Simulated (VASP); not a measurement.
Write the native input for VASP 6.6.1 that does the following.

```yaml
Task: single point
Functional: BLYP
Potentials_or_basis: VASP PAW PBE potentials, release 64 (Cr_pv)
Cutoff: 520 eV
k_mesh: 25 × 25 × 25
Occupations: fermi-dirac, width 0.1 eV
Spin: no spin polarisation
Dipole_correction: no
Further_INCAR_settings: ALGO = Normal; EDIFF = 1e-06; NBANDS = 12
```

The structure of Cr lies in POSCAR:

```
Cr
1.0
   -1.4001960492      1.4001960492      1.4001960492
    1.4001960492     -1.4001960492      1.4001960492
    1.4001960492      1.4001960492     -1.4001960492
Cr
1
Direct
    0.0000000000      0.0000000000      0.0000000000
```

This cell differs from its parent crystal: volume scaled by 0.92.

The input as run:

INCAR

```
SYSTEM = Cr
PREC     = Accurate       ! precision mode
ENCUT    = 520            ! plane-wave cutoff, eV
EDIFF    = 1E-6           ! SCF threshold, eV
ISMEAR   = -1             ! smearing method
SIGMA    = 0.1            ! smearing width, eV
LREAL    = .FALSE.        ! projectors in reciprocal space
LASPH    = .TRUE.         ! aspherical terms in the spheres
NELM     = 60             ! most SCF steps
ALGO     = Normal         ! electronic algorithm
ISIF     = 2              ! what is computed and relaxed
LWAVE    = .FALSE.        ! write WAVECAR
LCHARG   = .TRUE.         ! write CHGCAR
GGA      = B5             ! functional
ALDAX    = 1.0          
AGGAX    = 1.0          
AGGAC    = 1.0          
ALDAC    = 0.0          
LELF     = .TRUE.         ! ELF
LVHAR    = .TRUE.       
NBANDS   = 12             ! bands
```

KPOINTS

```
regular mesh
0
G
  25 25 25
  0 0 0
```

Potentials or basis: VASP PAW PBE potentials, release 64 (Cr_pv).

Launch:

```bash
$ cat potpaw_PBE.64/Cr_pv/POTCAR > POTCAR
$ mpirun -np 1 vasp_std > vasp.out
```

Results of the run:

| Item | Value |
| --- | --- |
| Pressure | 23.3 GPa |
| Band gap on the k mesh | zero (band 6 reaches 14.72 eV, above the bottom of band 7 at 11.17 eV) |

Caveat: the PAW data sets were made with another functional, which shifts forces and pressure a little; the run has no spin polarisation, though such a crystal can be magnetic.

It took 20 s on 1 thread of Intel(R) Xeon(R) 6975P-C (Granite Rapids), on a shared host, peak memory 0.17 GiB.
